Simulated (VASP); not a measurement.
The system is AlN.

```
CELL_PARAMETERS angstrom
0.00000 2.16934 2.16934
2.16934 0.00000 2.16934
2.16934 2.16934 0.00000
ATOMIC_POSITIONS crystal
Al 0.00000 0.00000 0.00000
N 0.25000 0.25000 0.25000
```

Base run:

- Program: VASP 6.6.1
- Functional: r2SCAN
- Potentials or basis: VASP PAW PBE potentials, release 64 (Al, N)
- Cutoff: 520 eV
- k mesh: 10 × 10 × 10
- Occupations: fermi-dirac, width 0.05 eV
- Spin: no spin polarisation

Its results: band gap on the k mesh 3.95 eV, indirect (least direct gap 5.08 eV); pressure 4.3 GPa.

The run is repeated on the same cell with these changes: functional from r2SCAN to PBE exchange alone; cutoff from 520 eV to 600 eV. What comes out?

Band gap on the k mesh 3.67 eV, indirect (least direct gap 4.69 eV); pressure 24.0 GPa.

Caveats: the PAW data sets were made with another functional, which shifts forces and pressure a little (some runs).

A k mesh can miss the band edges.
